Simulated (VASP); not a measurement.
# Ti in VASP: further runs

Ti is run at these levels: PBE, PBEsol; tasks: single point.

Everything below comes from runs of VASP 6.6.1. Logs are shortened: lines on timing, memory, paths and dates and some standing lists are left out, and cuts for length are marked.

## Step 1: The cell of the first run

Symmetry: Im-3m, No. 229, cubic system. Conventional cell: a = 3.304 Å, b = 3.304 Å, c = 3.304 Å, α = 90.00°, β = 90.00°, γ = 90.00°. Ti (site symmetry m-3m) has 14 Ti at 2.86 to 3.30 Å within 3.8 Å.

## Step 2: Single point, PBE

File INCAR:

```
SYSTEM = Ti
PREC = Accurate
ENCUT = 500
EDIFF = 1E-6
ISMEAR = -1
SIGMA = 0.05
LREAL = .FALSE.
LASPH = .TRUE.
NELM = 120
ALGO = Normal
ISIF = 2
LWAVE = .FALSE.
LCHARG = .FALSE.
GGA = PE
NBANDS = 12
GGA_COMPAT = .FALSE.
```

File KPOINTS:

```
regular mesh
0
G
  11 11 11
  0 0 0
```

File POSCAR:

```
Ti
1.0
   -1.6518678664      1.6518678664      1.6518678664
    1.6518678664     -1.6518678664      1.6518678664
    1.6518678664      1.6518678664     -1.6518678664
Ti
1
Direct
    0.0000000000      0.0000000000      0.0000000000
```

Potentials or basis: VASP PAW PBE potentials, release 64 (Ti_sv).

On the command line:

```console
$ cat potpaw_PBE.64/Ti_sv/POTCAR > POTCAR
$ mpirun -np 1 vasp_std > vasp.out
```

OUTCAR:

```text
SYSTEM = Ti
   PREC = Accurate
   ENCUT = 500
   EDIFF = 1E-6
   ISMEAR = -1
   LREAL = .FALSE.
   LASPH = .TRUE.
   NELM = 120
   ISIF = 2
   GGA = PE

 ion  position               nearest neighbor table
   1  0.000  0.000  0.000-

  LATTYP: Found a body centered cubic cell.
 ALAT       =     3.3037357328

  Lattice vectors:

 A1 = (  -1.6518678664,   1.6518678664,   1.6518678664)
 A2 = (   1.6518678664,  -1.6518678664,   1.6518678664)
 A3 = (   1.6518678664,   1.6518678664,  -1.6518678664)

Analysis of symmetry for initial positions (statically):
=====================================================================
 Subroutine PRICEL returns:
 Original cell was already a primitive cell.

 Routine SETGRP: Setting up the symmetry group for a
 body centered cubic supercell.

 Subroutine GETGRP returns: Found 48 space group operations
[... 9 lines left out ...]

 Routine SETGRP: Setting up the symmetry group for a
 body centered cubic supercell.

 Subroutine GETGRP returns: Found 48 space group operations
[... 11 lines left out ...]
                                     Primitive cell

  volume of cell :      18.0296

  direct lattice vectors                    reciprocal lattice vectors
    -1.651867866  1.651867866  1.651867866     0.000000000  0.302687648  0.302687648
     1.651867866 -1.651867866  1.651867866     0.302687648  0.000000000  0.302687648
     1.651867866  1.651867866 -1.651867866     0.302687648  0.302687648  0.000000000

  length of vectors
     2.861119072  2.861119072  2.861119072     0.428064978  0.428064978  0.428064978

  position of ions in fractional coordinates (direct lattice)
     0.000000000  0.000000000  0.000000000

  ion indices of the primitive-cell ions
   primitive index   ion index
                 1           1

----------------------------------------------------------------------------------------

 KPOINTS: regular mesh

Automatic generation of k-mesh.
 Grid dimensions read from file:
 generate k-points for:   11   11   11

 Generating k-lattice:

  Cartesian coordinates                     Fractional coordinates (reciprocal lattice)
     0.000000000  0.027517059  0.027517059     0.090909091  0.000000000  0.000000000
     0.027517059  0.000000000  0.027517059     0.000000000  0.090909091  0.000000000
     0.027517059  0.027517059  0.000000000     0.000000000  0.000000000  0.090909091

  Length of vectors
[... 53 lines left out ...]
   ENCUT  =  500.0 eV  36.75 Ry    6.06 a.u.   5.22  5.22  5.22*2*pi/ulx,y,z
   NELM   =    120;   NELMIN=  2; NELMDL= -5     # of ELM steps
   EDIFF  = 0.1E-05   stopping-criterion for ELM
   LREAL  =      F    real-space projection
   EDIFFG = 0.1E-04   stopping-criterion for IOM
   NSW    =      0    number of steps for IOM
   IBRION =     -1    ionic relax: 0-MD 1-quasi-New 2-CG
   NFREE  =      0    steps in history (QN), initial steepest desc. (CG)
   ISIF   =      2    stress and relaxation
   ISYM   =      2    0-nonsym 1-usesym 2-fastsym
   POTIM  = 0.5000    time-step for ionic-motion
   TEBEG  =    0.0;   TEEND  =   0.0 temperature during run
   PSTRESS=    0.0 pullay stress
   NELECT =      12.0000    total number of electrons
   NUPDOWN=      -1.0000    fix difference up-down
   EMIN   =  10.00;   EMAX   =-10.00  energy-range for DOS
   EFERMI =   0.00;   METHOD = LEGACY
   ISMEAR =    -1;   SIGMA  =   0.05  broadening in eV -4-tet -1-fermi 0-gaus
   EFERMI_NEDOS =   21; number of points for ismear=-14 and -15
   IALGO  =     38    algorithm
   IMIX   =      4    mixing-type and parameters
     AMIX     =   0.40;   BMIX     =  1.00
     AMIX_MAG =   1.60;   BMIX_MAG =  1.00
  volume/ion in A,a.u.               =      18.03       121.67
  Fermi-wavevector in a.u.,A,eV,Ry     =   1.429354  2.701088 27.797440  2.043054
  Thomas-Fermi vector in A             =   2.549317
   LORBIT       =      0    0 simple, 1 ext, 2 COOP (PROOUT), +10 PAW based schemes
   GGA     = PE    functional components
   LHFCALC =     F    Hartree Fock is set to
   AEXX    =    0.0000 exact exchange contribution
   IVDW    =     0    specifies the selected vdW correction
   LEPSILON=     F    determine dielectric tensor
   LRPA    =     F    only Hartree local field effects (RPA)
 non-spin polarized calculation
  energy-cutoff  :      500.00
  volume of cell :       18.03
 maximum number of plane-waves:       470
 NGX is ok and might be reduce to    24
   NGX = 11   NGY = 11   NGZ = 11

 number of electron      12.0000003 magnetization

 Free energy of the ion-electron system (eV)
  ---------------------------------------------------
  ext. energy  EPLUGINS =         0.00000000
  ---------------------------------------------------
  free energy    TOTEN  =        -7.72145564 eV

  energy without entropy =       -7.69798960  energy(sigma->0) =       -7.70972262

 E-fermi :   7.7011     XC(G=0): -11.3188

 val. band max:        7.6996148232   @ k =   0.1818   0.0909   0.0909
 cond. band min:       7.7083469087   @ k =  -0.4545  -0.4545   0.0909
 fundamental gap:      0.0087320855
 Fermi energy:         7.7011236925

 k-point     1 :       0.0000    0.0000    0.0000
  band No.  band energies     occupation
      1     -48.8968      2.00000
      2     -24.7944      2.00000
      3     -24.7944      2.00000
      4     -24.7944      2.00000
      5       1.8342      2.00000
      6       8.6614      0.00000
      7       8.6614      0.00000
      8       8.6614      0.00000
      9      10.3386      0.00000
     10      10.3386      0.00000
     11      24.8494      0.00000
     12      24.8494      0.00000
[... 331 lines left out ...]
 k-point    24 :       0.3636    0.1818    0.0909
  band No.  band energies     occupation
      1     -48.7784      2.00000
      2     -25.2809      2.00000
      3     -25.0591      2.00000
      4     -24.8883      2.00000
      5       6.2951      2.00000
      6       7.1420      1.99997
      7       7.7089      0.92285
      8      10.5065      0.00000
      9      10.6899      0.00000
     10      13.7602      0.00000
     11      15.9189      0.00000
     12      18.4603      0.00000

 [... further k-points ...]
[... 5 lines left out ...]
  --------------------------------------------------------------------------------------
  -------------------------------------------------------------------------------------
  Total       -0.5165911     -0.5165911     -0.5165911      0.0000000      0.0000000     -0.0000000
  in kB      -45.9062235    -45.9062235    -45.9062235      0.0000000      0.0000000     -0.0000000
  external PRESSURE =     -45.9062235 kB  Pullay stress =       0.0000000 kB

 VOLUME and BASIS-vectors are now :
 -----------------------------------------------------------------------------
  energy-cutoff  :      500.00
  volume of cell :       18.03
      direct lattice vectors                 reciprocal lattice vectors
    -1.651867866  1.651867866  1.651867866     0.000000000  0.302687648  0.302687648
     1.651867866 -1.651867866  1.651867866     0.302687648  0.000000000  0.302687648
     1.651867866  1.651867866 -1.651867866     0.302687648  0.302687648  0.000000000

 POSITION                                       TOTAL-FORCE (eV/Angst)
 -----------------------------------------------------------------------------------
      0.00000      0.00000      0.00000         0.000000      0.000000      0.000000
 -----------------------------------------------------------------------------------
    total drift:                                0.000000      0.000000      0.000000

  FREE ENERGIE OF THE ION-ELECTRON SYSTEM (eV)
  ---------------------------------------------------
  free  energy   TOTEN  =        -7.7214556414 eV

  energy  without entropy=       -7.6979895970  energy(sigma->0) =       -7.70972262
```

stdout:

```text
POSCAR found type information on POSCAR Ti
 POSCAR found :  1 types and       1 ions
 scaLAPACK will be used
 LDA part: xc-table for (Slater+PW92), standard interpolation
 POSCAR, INCAR and KPOINTS ok, starting setup
 FFT: planning ... GRIDC
 FFT: planning ... GRID_SOFT
 FFT: planning ... GRID
 WAVECAR not read
 entering main loop
```

Wall time 14 s (1 thread of Intel Xeon 8259CL, shared host); peak memory 0.14 GiB.

What came out:

```yaml
Free_energy: -7.7215 eV
Pressure: -4.6 GPa
Band_gap_on_the_k_mesh: zero (band 6 reaches 8.67 eV, above the bottom of band 7 at 7.14 eV)
```

## Step 3: Single point, PBE

This run uses another cell than the first one, of 17.68 Å³/atom, 0.980 times its volume.

File INCAR:

```
PREC = Accurate ; ENCUT = 500
EDIFF = 1E-6 ; ISMEAR = -1
SIGMA = 0.04 ; LREAL = False
LASPH = True ; NELM = 120
ALGO = Normal ; ISIF = 2
LWAVE = False ; LCHARG = False
GGA = PE ; NBANDS = 12
GGA_COMPAT = False
```

File KPOINTS:

```
Automatic mesh
0
Gamma
  4 4 4
```

File POSCAR:

```
Ti
1.0
   -1.6410000000      1.6410000000      1.6410000000
    1.6410000000     -1.6410000000      1.6410000000
    1.6410000000      1.6410000000     -1.6410000000
Ti
1
Direct
    0.0000000000      0.0000000000      0.0000000000
```

Potentials or basis: VASP PAW PBE potentials, release 64 (Ti_sv).

On the command line:

```console
$ cat potpaw_PBE.64/Ti_sv/POTCAR > POTCAR
$ mpirun -np 1 vasp_std > vasp.out
```

Run time: 2.5 s. Hardware: 1 thread of Intel Xeon 6975P-C (Granite Rapids), shared host; peak memory 0.13 GiB.

It converged, with:

| Item | Value |
| --- | --- |
| Free energy | -7.7851 eV |
| Pressure | -1.8 GPa |
| Band gap on the k mesh | zero (band 6 reaches 8.83 eV, above the bottom of band 7 at 7.28 eV) |

Levels at points of the mesh, in eV from the Fermi level:
```tsv
k point	band 3	band 4	band 5	band 6	band 7	band 8	band 9	band 10
(0.00, 0.00, 0.00)	-32.47	-32.47	-5.88	0.97	0.97	0.97	2.68	2.68
(0.50, 0.00, 0.00)	-32.67	-32.47	-2.39	-0.38	1.12	2.67	3.01	4.15
(0.50, 0.50, 0.50)	-32.90	-32.90	-2.03	-2.03	3.81	3.81	3.81	8.27
```

Caveat: the k points lie up to 0.68 Å⁻¹ apart.

## Step 4: Single point, PBEsol

This run uses another cell than the first one, of 17.68 Å³/atom, 0.980 times its volume.

File INCAR:

```
SYSTEM = Ti
  PREC = Accurate
  ENCUT = 500
  EDIFF = 1E-6
  ISMEAR = -1
  SIGMA = 0.05
  LREAL = .FALSE.
  LASPH = .TRUE.
  NELM = 120
  ALGO = Normal
  ISIF = 2
  LWAVE = .FALSE.
  LCHARG = .FALSE.
  GGA = PS
  NBANDS = 12
  GGA_COMPAT = .FALSE.
```

File KPOINTS:

```
Automatic mesh
0
G
  10 10 10
  0 0 0
```

POSCAR is that of step 3.

Potentials or basis: VASP PAW PBE potentials, release 64 (Ti_sv).

On the command line:

```console
$ cat potpaw_PBE.64/Ti_sv/POTCAR > POTCAR
$ mpirun -np 1 vasp_std > vasp.out
```

OUTCAR:

```text
SYSTEM = Ti
   PREC = Accurate
   ENCUT = 500
   EDIFF = 1E-6
   ISMEAR = -1
   LREAL = .FALSE.
   LASPH = .TRUE.
   NELM = 120
   ISIF = 2
   GGA = PS

 ion  position               nearest neighbor table
   1  0.000  0.000  0.000-

  LATTYP: Found a body centered cubic cell.
 ALAT       =     3.2820000000

  Lattice vectors:

 A1 = (  -1.6410000000,   1.6410000000,   1.6410000000)
 A2 = (   1.6410000000,  -1.6410000000,   1.6410000000)
 A3 = (   1.6410000000,   1.6410000000,  -1.6410000000)

Analysis of symmetry for initial positions (statically):
[... 529 lines left out ...]
      5       4.5896      2.00000
      6       7.9998      0.02117
      7       8.0541      0.00720
      8       9.8000      0.00000
      9      10.5641      0.00000
     10      10.9375      0.00000
     11      20.1717      0.00000
     12      22.6942      0.00000

 [... further k-points ...]
[... 5 lines left out ...]
  --------------------------------------------------------------------------------------
  -------------------------------------------------------------------------------------
  Total       -0.7636145     -0.7636145     -0.7636145     -0.0000000     -0.0000000      0.0000000
  in kB      -69.2148102    -69.2148102    -69.2148102     -0.0000000     -0.0000000      0.0000000
  external PRESSURE =     -69.2148102 kB  Pullay stress =       0.0000000 kB

 VOLUME and BASIS-vectors are now :
 -----------------------------------------------------------------------------
  energy-cutoff  :      500.00
  volume of cell :       17.68
      direct lattice vectors                 reciprocal lattice vectors
    -1.641000000  1.641000000  1.641000000     0.000000000  0.304692261  0.304692261
     1.641000000 -1.641000000  1.641000000     0.304692261  0.000000000  0.304692261
     1.641000000  1.641000000 -1.641000000     0.304692261  0.304692261  0.000000000

 POSITION                                       TOTAL-FORCE (eV/Angst)
 -----------------------------------------------------------------------------------
      0.00000      0.00000      0.00000        -0.000000      0.000000     -0.000000
 -----------------------------------------------------------------------------------
    total drift:                                0.000000      0.000000      0.000000

  FREE ENERGIE OF THE ION-ELECTRON SYSTEM (eV)
  ---------------------------------------------------
  free  energy   TOTEN  =        -8.2192583916 eV

  energy  without entropy=       -8.2012368704  energy(sigma->0) =       -8.21024763
```

OSZICAR:

```text
N       E                     dE             d eps       ncg     rms          rms(c)
DAV:   1     0.857365839979E+02    0.85737E+02   -0.63681E+03  1128   0.115E+03
DAV:   2    -0.538398381309E+01   -0.91121E+02   -0.88744E+02  1152   0.294E+02
DAV:   3    -0.933906937092E+01   -0.39551E+01   -0.39163E+01  1520   0.647E+01
DAV:   4    -0.943114928024E+01   -0.92080E-01   -0.91936E-01  1308   0.878E+00
DAV:   5    -0.943385128200E+01   -0.27020E-02   -0.27020E-02  1364   0.130E+00    0.853E+00
DAV:   6    -0.821666454577E+01    0.12172E+01   -0.30126E+00  1204   0.239E+01    0.202E+00
DAV:   7    -0.821120048194E+01    0.54641E-02   -0.75394E-02  1332   0.276E+00    0.124E+00
DAV:   8    -0.821885412485E+01   -0.76536E-02   -0.35506E-02  1208   0.226E+00    0.111E-01
DAV:   9    -0.821922654566E+01   -0.37242E-03   -0.22588E-03  1360   0.485E-01    0.735E-02
DAV:  10    -0.821927170871E+01   -0.45163E-04   -0.29281E-04  1216   0.189E-01    0.170E-02
DAV:  11    -0.821925842696E+01    0.13282E-04   -0.33013E-05  1260   0.879E-02    0.919E-03
DAV:  12    -0.821925839164E+01    0.35317E-07   -0.20254E-06  1224   0.160E-02
   1 F= -.82192584E+01 E0= -.82102476E+01  d E =-.180215E-01
```

Run time: 9.1 s. Hardware: 1 thread of Intel Xeon Platinum 8259CL at 2.50GHz (Skylake/Cascade Lake), shared host; peak memory 0.14 GiB.

Results:

| Property | Result |
| --- | --- |
| Free energy | -8.2193 eV |
| Pressure | -6.9 GPa |
| Band gap on the k mesh | zero (band 6 reaches 8.74 eV, above the bottom of band 7 at 7.13 eV) |

Levels at points of the mesh, in eV from the Fermi level:
```csv
k point,band 3,band 4,band 5,band 6,band 7,band 8,band 9,band 10
"(0.00, 0.00, 0.00)",-32.30,-32.30,-5.91,0.97,0.97,0.97,2.70,2.70
"(0.50, 0.00, 0.00)",-32.51,-32.31,-2.41,-0.38,1.10,2.68,3.03,4.19
"(0.50, 0.50, 0.50)",-32.75,-32.75,-2.04,-2.04,3.85,3.85,3.85,8.22
```

Caveat: the PAW data sets were made with another functional, which shifts forces and pressure a little.

## Step 5: Single point, PBEsol

This run uses another cell than the first one, of 17.67 Å³/atom, 0.980 times its volume.

File INCAR:

```
ALGO = Normal ; EDIFF = 1E-6
ENCUT = 500 ; GGA = PS
GGA_COMPAT = False ; ISIF = 2
ISMEAR = -1 ; LASPH = True
LCHARG = False ; LREAL = False
LWAVE = False ; NBANDS = 12
NELM = 120 ; PREC = Accurate
SIGMA = 0.05
```

File KPOINTS:

```
k-points
0
Gamma
  10 10 10
```

File POSCAR:

```
Ti
1.0
   -1.6738200000      1.6738200000      1.6410000000
    1.6738200000     -1.6738200000      1.6410000000
    1.6081800000      1.6081800000     -1.6410000000
Ti
1
Direct
    0.0000000000      0.0000000000      0.0000000000
```

On the command line:

```console
$ cat potpaw_PBE.64/Ti_sv/POTCAR > POTCAR
$ mpirun -np 1 vasp_std > vasp.out
```

Run time: 21 s. Hardware: 1 thread of Intel Xeon Platinum 8259CL at 2.50GHz (Skylake/Cascade Lake), shared host; peak memory 0.15 GiB.

The run converged. Its results:

- Free energy: -8.2163 eV
- Pressure: -6.9 GPa
- Band gap on the k mesh: zero (band 6 reaches 8.72 eV, above the bottom of band 7 at 7.16 eV)

Stress tensor (GPa, compression positive):
```
-6.94  1.51  0.00
 1.51 -6.94  0.00
 0.00  0.00 -6.78
```

Levels at points of the mesh, in eV from the Fermi level:
```csv
k point,band 4,band 5,band 6,band 7,band 8,band 9
"(0.00, 0.00, 0.00)",-32.27,-5.91,0.78,0.95,1.17,2.71
"(0.50, 0.00, 0.00)",-32.30,-2.41,-0.39,1.11,2.70,3.03
"(0.50, 0.50, 0.00)",-32.28,-2.44,-0.45,0.84,2.80,3.17
"(0.00, 0.00, 0.50)",-32.32,-2.39,-0.32,1.40,2.59,2.89
"(0.50, 0.50, 0.50)",-32.70,-2.05,-2.03,3.69,3.85,4.03
```

Caveat: the PAW data sets were made with another functional, which shifts forces and pressure a little.

## Step 6: Single point, PBEsol

This run uses another cell than the first one, of 17.67 Å³/atom, 0.980 times its volume.

File INCAR:

```
PREC = Accurate
ENCUT = 500
EDIFF = 1E-6
ISMEAR = -1
SIGMA = 0.05
LREAL = False
LASPH = True
NELM = 120
ALGO = Normal
ISIF = 2
LWAVE = False
LCHARG = True
GGA = PS
LELF = True
LVHAR = True
NBANDS = 12
GGA_COMPAT = False
```

File KPOINTS:

```
Automatic mesh
0
Gamma
  10 10 10
```

File POSCAR:

```
Ti
1.0
   -1.6574100000      1.6574100000      1.6410000000
    1.6574100000     -1.6574100000      1.6410000000
    1.6245900000      1.6245900000     -1.6410000000
Ti
1
Direct
    0.0000000000      0.0000000000      0.0000000000
```

Potentials or basis: VASP PAW PBE potentials, release 64 (Ti_sv).

On the command line:

```console
$ cat potpaw_PBE.64/Ti_sv/POTCAR > POTCAR
$ mpirun -np 1 vasp_std > vasp.out
```

Run time: 23 s. Hardware: 1 thread of Intel Xeon Platinum 8259CL at 2.50GHz (Skylake/Cascade Lake), shared host; peak memory 0.16 GiB.

It converged, with:

```yaml
Free_energy: -8.2185 eV
Pressure: -6.9 GPa
Band_gap_on_the_k_mesh: zero (band 6 reaches 8.68 eV, above the bottom of band 7 at 7.14 eV)
```

Stress tensor (GPa, compression positive):
```
-6.90  0.74  0.00
 0.74 -6.90  0.00
 0.00  0.00 -6.90
```

Levels at points of the mesh, in eV from the Fermi level:
```
           k point  band 4  band 5  band 6  band 7  band 8  band 9
(0.00, 0.00, 0.00)  -32.29   -5.91    0.87    0.96    1.07    2.71
(0.50, 0.00, 0.00)  -32.30   -2.41   -0.38    1.11    2.69    3.03
(0.50, 0.50, 0.00)  -32.29   -2.43   -0.42    0.97    2.74    3.10
(0.00, 0.00, 0.50)  -32.31   -2.40   -0.35    1.25    2.63    2.96
(0.50, 0.50, 0.50)  -32.72   -2.04   -2.04    3.77    3.85    3.94
```

Caveat: the PAW data sets were made with another functional, which shifts forces and pressure a little.

## Step 7: Summary

| level | cell | k mesh | smearing | gap on the mesh (eV) | pressure (GPa) |
| --- | --- | --- | --- | --- | --- |
| PBE | a = 2.861 Å, angles 109.5°, 1 atom | 11 × 11 × 11 | fermi-dirac 0.05 eV | none | -4.6 |
| PBE | a = 2.842 Å, angles 109.5°, 1 atom | 4 × 4 × 4 | fermi-dirac 0.04 eV | none | -1.8 |
| PBEsol | a = 2.842 Å, angles 109.5°, 1 atom | 10 × 10 × 10 | fermi-dirac 0.05 eV | none | -6.9 |
| PBEsol | a = 2.880, b = 2.880, c = 2.805 Å, angles 109.5, 109.5, 110.5°, 1 atom | 10 × 10 × 10 | fermi-dirac 0.05 eV | none | -6.9 |
| PBEsol | a = 2.861, b = 2.861, c = 2.823 Å, angles 109.5, 109.5, 110.0°, 1 atom | 10 × 10 × 10 | fermi-dirac 0.05 eV | none | -6.9 |

Alike in all rows: task single point; potentials or basis VASP PAW PBE potentials, release 64 (Ti_sv); no spin polarisation; cutoff (eV) 500.

Caveats: some runs use coarse meshes; the PAW data sets were made with another functional, which shifts forces and pressure a little (some runs).

Absolute energies hang on the potentials; compare differences alone.
